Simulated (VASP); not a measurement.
# WSe2 in VASP: further runs

WSe2 is run at these levels: PBEsol; tasks: single point, relaxation of cell and atoms.

Everything below comes from runs of VASP 6.6.1. Logs are shortened: lines on timing, memory, paths and dates and some standing lists are left out, and cuts for length are marked.

**1. The cell of the first run**

The cell holds a slab with vacuum, 3 atoms: a = 3.270 Å, b = 3.270 Å, c = 16.661 Å, α = 90.00°, β = 90.00°, γ = 120.00°.

**2. Single point, PBEsol**

INCAR reads:

```
PREC = Accurate
ENCUT = 520
EDIFF = 1E-6
ISMEAR = 0
SIGMA = 0.02
LREAL = F
LASPH = T
NELM = 60
ALGO = Normal
ISIF = 2
LWAVE = F
LCHARG = F
GGA = PS
NBANDS = 20
```

KPOINTS reads:

```
regular mesh
0
Gamma
  9 9 2
```

POSCAR reads:

```
WSe2
1.0
    3.2702124402      0.0000000000      0.0000000000
   -1.6351062201      2.8320870490      0.0000000000
    0.0000000000      0.0000000000     16.6611439352
W Se
1 2
Direct
    0.0000000000      0.0000000000      0.0000000000
    0.3333333333      0.6666666667      0.1003991023
    0.3333333333      0.6666666667      0.8996008977
```

Potentials or basis: VASP PAW PBE potentials, release 64 (W_sv, Se).

Run with:

```console
$ cat potpaw_PBE.64/W_sv/POTCAR potpaw_PBE.64/Se/POTCAR > POTCAR
$ mpirun -np 1 vasp_std > vasp.out
```

OUTCAR:

```text
PREC = Accurate
   ENCUT = 520
   EDIFF = 1E-6
   ISMEAR = 0
   LREAL = F
   LASPH = T
   NELM = 60
   ISIF = 2
   GGA = PS

 ion  position               nearest neighbor table
   1  0.000  0.000  0.000-   2 2.52   3 2.52   2 2.52   3 2.52   2 2.52   3 2.52
   2  0.333  0.667  0.100-   1 2.52   1 2.52   1 2.52
   3  0.333  0.667  0.900-   1 2.52   1 2.52   1 2.52

  LATTYP: Found a hexagonal cell.
 ALAT       =     3.2702124402
 C/A-ratio  =     5.0948200583

  Lattice vectors:

 A1 = (   3.2702124402,   0.0000000000,   0.0000000000)
 A2 = (  -1.6351062201,   2.8320870490,   0.0000000000)
 A3 = (   0.0000000000,   0.0000000000,  16.6611439352)

Analysis of symmetry for initial positions (statically):
=====================================================================
 Subroutine PRICEL returns:
 Original cell was already a primitive cell.

 Routine SETGRP: Setting up the symmetry group for a
 hexagonal supercell.

 Subroutine GETGRP returns: Found 12 space group operations
 (whereof 12 operations were pure point group operations)
 out of a pool of 24 trial point group operations.

The static configuration has the point symmetry D_3h.

Analysis of symmetry for dynamics (positions and initial velocities):
=====================================================================
 Subroutine PRICEL returns:
 Original cell was already a primitive cell.

 Routine SETGRP: Setting up the symmetry group for a
 hexagonal supercell.

 Subroutine GETGRP returns: Found 12 space group operations
 (whereof 12 operations were pure point group operations)
 out of a pool of 24 trial point group operations.

The dynamic configuration has the point symmetry D_3h.

 Subroutine INISYM returns: Found 12 space group operations
 (whereof 12 operations are pure point group operations),
 and found     1 'primitive' translations

----------------------------------------------------------------------------------------

                                     Primitive cell

  volume of cell :     154.3076

  direct lattice vectors                    reciprocal lattice vectors
     3.270212440  0.000000000  0.000000000     0.305790531  0.176548246  0.000000000
    -1.635106220  2.832087049  0.000000000     0.000000000  0.353096491  0.000000000
     0.000000000  0.000000000 16.661143935     0.000000000  0.000000000  0.060019888

  length of vectors
     3.270212440  3.270212440 16.661143935     0.353096491  0.353096491  0.060019888

  position of ions in fractional coordinates (direct lattice)
     0.000000000  0.000000000  0.000000000
     0.333333333  0.666666667  0.100399102
     0.333333333  0.666666667  0.899600898

  ion indices of the primitive-cell ions
   primitive index   ion index
                 1           1
                 2           2
                 3           3

----------------------------------------------------------------------------------------

 KPOINTS: regular mesh

Automatic generation of k-mesh.
 Grid dimensions read from file:
 generate k-points for:    9    9    2

 Generating k-lattice:

  Cartesian coordinates                     Fractional coordinates (reciprocal lattice)
     0.033976726  0.019616472  0.000000000     0.111111111  0.000000000  0.000000000
     0.000000000  0.039232943  0.000000000     0.000000000  0.111111111  0.000000000
     0.000000000  0.000000000  0.030009944     0.000000000  0.000000000  0.500000000

  Length of vectors
     0.039232943  0.039232943  0.030009944

  Shift w.r.t. Gamma in fractional coordinates (k-lattice)
     0.000000000  0.000000000  0.000000000

 Subroutine IBZKPT returns following result:
 ===========================================

 Found     24 irreducible k-points:

 Following reciprocal coordinates:
            Coordinates               Weight
  0.000000  0.000000  0.000000      1.000000
  0.111111 -0.000000  0.000000      6.000000
  0.222222  0.000000  0.000000      6.000000
  0.333333  0.000000  0.000000      6.000000
  0.444444  0.000000  0.000000      6.000000
  0.111111  0.111111  0.000000      6.000000
[... 16 lines left out ...]
  0.333333  0.222222  0.500000     12.000000
  0.333333  0.333333  0.500000      2.000000
   k-points           NKPTS =     24   k-points in BZ     NKDIM =     24   number of bands    NBANDS=     20
   number of dos      NEDOS =    301   number of ions     NIONS =      3
   total plane-waves  NPLWV =  72576
   dimension x,y,z NGX =    24 NGY =   24 NGZ =  126
   dimension x,y,z NGXF=    48 NGYF=   48 NGZF=  252
   ions per type =               1   2
   NGX,Y,Z   is equivalent  to a cutoff of  12.20, 12.20, 12.57 a.u.
   NGXF,Y,Z  is equivalent  to a cutoff of  24.40, 24.40, 25.14 a.u.
 SYSTEM =  unknown system
   PREC   = accura    normal or accurate (medium, high low for compatibility)
   ISTART =      0    job   : 0-new  1-cont  2-samecut
   ICHARG =      2    charge: 1-file 2-atom 10-const
   ISPIN  =      1    spin polarized calculation?
   LNONCOLLINEAR =      F non collinear calculations
   LSORBIT =      F    spin-orbit coupling
   LASPH  =      T    aspherical Exc in radial PAW
   ENCUT  =  520.0 eV  38.22 Ry    6.18 a.u.   6.08  6.08 30.98*2*pi/ulx,y,z
   NELM   =     60;   NELMIN=  2; NELMDL= -5     # of ELM steps
   EDIFF  = 0.1E-05   stopping-criterion for ELM
   LREAL  =      F    real-space projection
   EDIFFG = 0.1E-04   stopping-criterion for IOM
   NSW    =      0    number of steps for IOM
   IBRION =     -1    ionic relax: 0-MD 1-quasi-New 2-CG
   NFREE  =      0    steps in history (QN), initial steepest desc. (CG)
   ISIF   =      2    stress and relaxation
   ISYM   =      2    0-nonsym 1-usesym 2-fastsym
   POTIM  = 0.5000    time-step for ionic-motion
   TEBEG  =    0.0;   TEEND  =   0.0 temperature during run
   PSTRESS=    0.0 pullay stress
   NELECT =      26.0000    total number of electrons
   NUPDOWN=      -1.0000    fix difference up-down
   EMIN   =  10.00;   EMAX   =-10.00  energy-range for DOS
   EFERMI =   0.00;   METHOD = LEGACY
   ISMEAR =     0;   SIGMA  =   0.02  broadening in eV -4-tet -1-fermi 0-gaus
   EFERMI_NEDOS =   21; number of points for ismear=-14 and -15
   IALGO  =     38    algorithm
   IMIX   =      4    mixing-type and parameters
     AMIX     =   0.40;   BMIX     =  1.00
     AMIX_MAG =   1.60;   BMIX_MAG =  1.00
  volume/ion in A,a.u.               =      51.44       347.11
  Fermi-wavevector in a.u.,A,eV,Ry     =   0.904212  1.708712 11.124109  0.817599
  Thomas-Fermi vector in A             =   2.027631
   LORBIT       =      0    0 simple, 1 ext, 2 COOP (PROOUT), +10 PAW based schemes
   GGA     = PS    functional components
   LHFCALC =     F    Hartree Fock is set to
   AEXX    =    0.0000 exact exchange contribution
   IVDW    =     0    specifies the selected vdW correction
   LEPSILON=     F    determine dielectric tensor
   LRPA    =     F    only Hartree local field effects (RPA)
 non-spin polarized calculation
 Gauss-broadening in eV      SIGMA  =   0.02
  energy-cutoff  :      520.00
  volume of cell :      154.31
 maximum number of plane-waves:      4212
   NGX = 13   NGY = 13   NGZ = 61

 number of electron      25.9999996 magnetization

 Free energy of the ion-electron system (eV)
  ---------------------------------------------------
  ext. energy  EPLUGINS =         0.00000000
  ---------------------------------------------------
  free energy    TOTEN  =       -23.23480660 eV

  energy without entropy =      -23.23480660  energy(sigma->0) =      -23.23480660

 E-fermi :  -0.6256     XC(G=0):  -4.8509

 val. band max:       -0.8195232244   @ k =   0.3333   0.3333   0.0000
 cond. band min:       0.8698132386   @ k =   0.3333   0.3333   0.5000
 fundamental gap:      1.6893364630
 Fermi energy:        -0.6255561330

 k-point     1 :       0.0000    0.0000    0.0000
  band No.  band energies     occupation
      1     -74.7638      2.00000
      2     -39.0300      2.00000
      3     -38.8789      2.00000
      4     -38.8789      2.00000
      5     -15.7210      2.00000
      6     -14.4197      2.00000
[... 12 lines left out ...]
     19       4.1949      0.00000
     20       4.4642      0.00000

 k-point     2 :       0.1111   -0.0000    0.0000
  band No.  band energies     occupation
      1     -74.7624      2.00000
      2     -39.0243      2.00000
      3     -38.9087      2.00000
      4     -38.8859      2.00000
      5     -15.5299      2.00000
      6     -14.3241      2.00000
[... 12 lines left out ...]
     19       4.4433      0.00000
     20       5.0831      0.00000

 k-point     3 :       0.2222    0.0000    0.0000
  band No.  band energies     occupation
      1     -74.7591      2.00000
      2     -39.0098      2.00000
      3     -38.9834      2.00000
      4     -38.9034      2.00000
      5     -15.0023      2.00000
      6     -14.0617      2.00000
[... 12 lines left out ...]
     19       5.1127      0.00000
     20       5.8239      0.00000

 k-point     4 :       0.3333    0.0000    0.0000
  band No.  band energies     occupation
      1     -74.7552      2.00000
      2     -39.0671      2.00000
      3     -38.9933      2.00000
      4     -38.9234      2.00000
      5     -14.2912      2.00000
      6     -13.7176      2.00000
[... 12 lines left out ...]
     19       5.8164      0.00000
     20       5.9525      0.00000

 k-point     5 :       0.4444    0.0000    0.0000
  band No.  band energies     occupation
      1     -74.7527      2.00000
      2     -39.1211      2.00000
      3     -38.9825      2.00000
      4     -38.9363      2.00000
      5     -13.7191      2.00000
      6     -13.4564      2.00000
[... 12 lines left out ...]
     19       6.2180      0.00000
     20       6.2213      0.00000

 k-point     6 :       0.1111    0.1111    0.0000
  band No.  band energies     occupation
      1     -74.7601      2.00000
      2     -39.0142      2.00000
      3     -38.9583      2.00000
      4     -38.9008      2.00000
      5     -15.1699      2.00000
      6     -14.1443      2.00000
[... 12 lines left out ...]
     19       4.9108      0.00000
     20       5.7651      0.00000

 k-point     7 :       0.2222    0.1111    0.0000
  band No.  band energies     occupation
      1     -74.7565      2.00000
      2     -39.0314      2.00000
      3     -38.9987      2.00000
      4     -38.9256      2.00000
      5     -14.5437      2.00000
      6     -13.8355      2.00000
[... 12 lines left out ...]
     19       5.7354      0.00000
     20       6.3592      0.00000
[... 277 lines left out ...]
 k-point    20 :       0.3333    0.1111    0.5000
  band No.  band energies     occupation
      1     -74.7533      2.00000
      2     -39.0945      2.00000
      3     -38.9850      2.00000
      4     -38.9477      2.00000
      5     -13.8764      2.00000
      6     -13.5183      2.00000
[... 12 lines left out ...]
     19       6.2930      0.00000
     20       6.5130      0.00000

 k-point    21 :       0.4444    0.1111    0.5000
  band No.  band energies     occupation
      1     -74.7521      2.00000
      2     -39.1192      2.00000
      3     -38.9796      2.00000
      4     -38.9564      2.00000
      5     -13.5640      2.00000
      6     -13.3769      2.00000
[... 12 lines left out ...]
     19       6.8941      0.00000
     20       7.2285      0.00000

 k-point    22 :       0.2222    0.2222    0.5000
  band No.  band energies     occupation
      1     -74.7536      2.00000
      2     -39.0720      2.00000
      3     -38.9860      2.00000
      4     -38.9644      2.00000
      5     -13.9421      2.00000
      6     -13.5409      2.00000
[... 12 lines left out ...]
     19       6.3878      0.00000
     20       6.4832      0.00000

 k-point    23 :       0.3333    0.2222    0.5000
  band No.  band energies     occupation
      1     -74.7517      2.00000
      2     -39.0915      2.00000
      3     -38.9966      2.00000
      4     -38.9778      2.00000
      5     -13.4817      2.00000
      6     -13.3192      2.00000
[... 12 lines left out ...]
     19       6.6755      0.00000
     20       7.4673      0.00000

 k-point    24 :       0.3333    0.3333    0.5000
  band No.  band energies     occupation
      1     -74.7510      2.00000
      2     -39.0661      2.00000
      3     -39.0402      2.00000
      4     -38.9749      2.00000
      5     -13.3184      2.00000
      6     -13.2327      2.00000
[... 12 lines left out ...]
     19       5.7105      0.00000
     20       7.8922      0.00000

------------------------ aborting loop because EDIFF is reached ----------------------------------------

  FORCE on cell =-STRESS in cart. coord.  units (eV):
  Direction    XX          YY          ZZ          XY          YZ          ZX
  --------------------------------------------------------------------------------------
  -------------------------------------------------------------------------------------
  Total        0.1385415      0.1385415      0.1929370      0.0000000      0.0000000      0.0000000
  in kB        1.4384771      1.4384771      2.0032661      0.0000000      0.0000000      0.0000000
  external PRESSURE =       1.6267401 kB  Pullay stress =       0.0000000 kB

 VOLUME and BASIS-vectors are now :
 -----------------------------------------------------------------------------
  energy-cutoff  :      520.00
  volume of cell :      154.31
      direct lattice vectors                 reciprocal lattice vectors
     3.270212440  0.000000000  0.000000000     0.305790531  0.176548246  0.000000000
    -1.635106220  2.832087049  0.000000000     0.000000000  0.353096491  0.000000000
     0.000000000  0.000000000 16.661143935     0.000000000  0.000000000  0.060019888

 POSITION                                       TOTAL-FORCE (eV/Angst)
 -----------------------------------------------------------------------------------
      0.00000      0.00000      0.00000        -0.000000      0.000000      0.000000
     -0.00000      1.88806      1.67276        -0.000000     -0.000000      0.061121
     -0.00000      1.88806     14.98838         0.000000      0.000000     -0.061121
 -----------------------------------------------------------------------------------
    total drift:                                0.000000     -0.000000     -0.000000

  FREE ENERGIE OF THE ION-ELECTRON SYSTEM (eV)
  ---------------------------------------------------
  free  energy   TOTEN  =       -23.2348066021 eV

  energy  without entropy=      -23.2348066021  energy(sigma->0) =      -23.23480660
```

Run time: 32 s. Hardware: 1 thread of Intel Xeon 6975P-C (Granite Rapids), shared host; peak memory 0.27 GiB.

Results:

* Free energy: -23.2348 eV
* Largest force: 0.061 eV/Å
* Band gap on the k mesh: 1.69 eV, direct

Forces on the atoms (eV/Å):
```
W    0.000  0.000  0.000
Se   0.000  0.000  0.061
Se   0.000  0.000 -0.061
```

Caveat: the PAW data sets were made with another functional, which shifts forces and pressure a little; spin-orbit coupling is left out, which moves the levels of the heavy elements.

**3. Single point, PBEsol**

INCAR reads:

```
ALGO     = Normal         # electronic algorithm
EDIFF    = 1E-6           # SCF threshold, eV
ENCUT    = 520            # plane-wave cutoff, eV
GGA      = PS             # functional
ISIF     = 2              # what is computed and relaxed
ISMEAR   = 0              # smearing method
LASPH    = T              # aspherical terms in the spheres
LCHARG   = F              # write CHGCAR
LREAL    = F              # projectors in reciprocal space
LWAVE    = F              # write WAVECAR
NBANDS   = 20             # bands
NELM     = 100            # most SCF steps
PREC     = Accurate       # precision mode
SIGMA    = 0.05           # smearing width, eV
```

KPOINTS reads:

```
k-points
0
Gamma
  9 9 2
```

POSCAR is that of step 2.

Potentials or basis: VASP PAW PBE potentials, release 64 (W_sv, Se).

Run with:

```console
$ cat potpaw_PBE.64/W_sv/POTCAR potpaw_PBE.64/Se/POTCAR > POTCAR
$ mpirun -np 1 vasp_std > vasp.out
```

Wall time 32 s (1 thread of Intel Xeon 6975P-C (Granite Rapids), shared host); peak memory 0.27 GiB.

The run converged. Its results:

| Property | Result |
| --- | --- |
| Free energy | -23.2348 eV |
| Largest force | 0.061 eV/Å |
| Band gap on the k mesh | 1.69 eV, direct |

Forces on the atoms (eV/Å):
```
W    0.000  0.000  0.000
Se   0.000  0.000  0.061
Se   0.000  0.000 -0.061
```

Levels at points of the mesh, in eV from the valence-band top:
```
           k point  band 11  band 12  band 13  band 14  band 15  band 16
(0.00, 0.00, 0.00)    -1.18    -1.18    -0.41     3.06     3.06     3.26
(0.00, 0.00, 0.50)    -1.18    -1.18    -0.41     3.06     3.06     3.26
```

Caveat: the PAW data sets were made with another functional, which shifts forces and pressure a little; spin-orbit coupling is left out, which moves the levels of the heavy elements.

**4. Relaxation of cell and atoms, PBEsol**

This run uses another cell than the first one, of 52.94 Å³/atom, 1.029 times its volume.

INCAR reads:

```
SYSTEM = WSe2
PREC = Accurate ; ENCUT = 600
EDIFF = 1E-7 ; ISMEAR = 0
SIGMA = 0.02 ; LREAL = .False.
LASPH = .True. ; NELM = 100
ALGO = Normal ; ISIF = 3
LWAVE = .False. ; LCHARG = .False.
GGA = PS ; IBRION = 2
NSW = 100 ; EDIFFG = -0.005
```

KPOINTS reads:

```
Automatic mesh
0
Gamma
  9 9 2
  0 0 0
```

POSCAR reads:

```
WSe2
1.0
    3.3179375931      0.0000000000      0.0000000000
   -1.6589687966      2.8734182438      0.0000000000
    0.0000000000      0.0000000000     16.6581424200
W Se
1 2
Direct
    0.0000000000      0.0000000000      0.0000000000
    0.3333333300      0.6666666700      0.0997865200
    0.3333333300      0.6666666700      0.9002134800
```

Run with:

```console
$ cat potpaw_PBE.64/W_sv/POTCAR potpaw_PBE.64/Se/POTCAR > POTCAR
$ mpirun -np 1 vasp_std > vasp.out
```

Wall time 11 min (1 thread of Intel Xeon 6975P-C, shared host); peak memory 0.39 GiB.

Results (log left out):

| Quantity | Value |
| --- | --- |
| Free energy | -23.2356 eV |
| Relaxed cell | a = 3.273 Å, b = 3.273 Å, c = 16.740 Å, α = 90.00°, β = 90.00°, γ = 120.00° |
| Space group after relaxing (to 0.05 Å) | P-6m2 (No. 187) |
| Energy gained by relaxing | 5.5 meV/atom |
| Ionic steps | 5 |
| Band gap on the k mesh | 1.69 eV, direct |

Step by step:
```csv
step,energy change (eV),largest force (eV/Å),pressure (GPa),volume (Å³)
1,0.0000,0.0731,-0.94,158.82
2,0.0062,0.5950,1.66,151.79
3,-0.0123,0.2173,0.17,155.60
4,-0.0160,0.0822,-0.07,155.17
5,-0.0166,0.0002,0.00,155.30
```

Final structure:
```
CELL_PARAMETERS angstrom
3.27288 0.00000 0.00000
-1.63644 2.83440 0.00000
0.00000 0.00000 16.74042
ATOMIC_POSITIONS crystal
W 0.00000 0.00000 0.00000
Se 0.33333 0.66667 0.10006
Se 0.33333 0.66667 0.89994
```

Levels at points of the mesh, in eV from the valence-band top:
```tsv
k point	band 11	band 12	band 13	band 14	band 15	band 16
(0.00, 0.00, 0.00)	-1.17	-1.17	-0.42	3.05	3.05	3.24
(0.00, 0.00, 0.50)	-1.17	-1.17	-0.42	3.05	3.05	3.24
```

Caveat: the PAW data sets were made with another functional, which shifts forces and pressure a little; spin-orbit coupling is left out, which moves the levels of the heavy elements.

**5. Summary**

```tsv
task	cell	cutoff (eV)	smearing	gap on the mesh (eV)	largest force (eV/Å)
single point	a = 3.270, b = 3.270, c = 16.661 Å, angles 90.0, 90.0, 120.0°, 3 atoms	520	gaussian 0.02 eV	1.69	0.06
single point	a = 3.270, b = 3.270, c = 16.661 Å, angles 90.0, 90.0, 120.0°, 3 atoms	520	gaussian 0.05 eV	1.69	0.06
relaxation of cell and atoms	relaxed from a = 3.318, b = 3.318, c = 16.658 Å, angles 90.0, 90.0, 120.0°, 3 atoms	600	gaussian 0.02 eV	1.69	-
```

Alike in all rows: level PBEsol; potentials or basis VASP PAW PBE potentials, release 64 (W_sv, Se); no spin polarisation; k mesh 9 × 9 × 2.

Caveats: the PAW data sets were made with another functional, which shifts forces and pressure a little; spin-orbit coupling is left out, which moves the levels of the heavy elements.

Absolute energies hang on the potentials; compare differences alone.
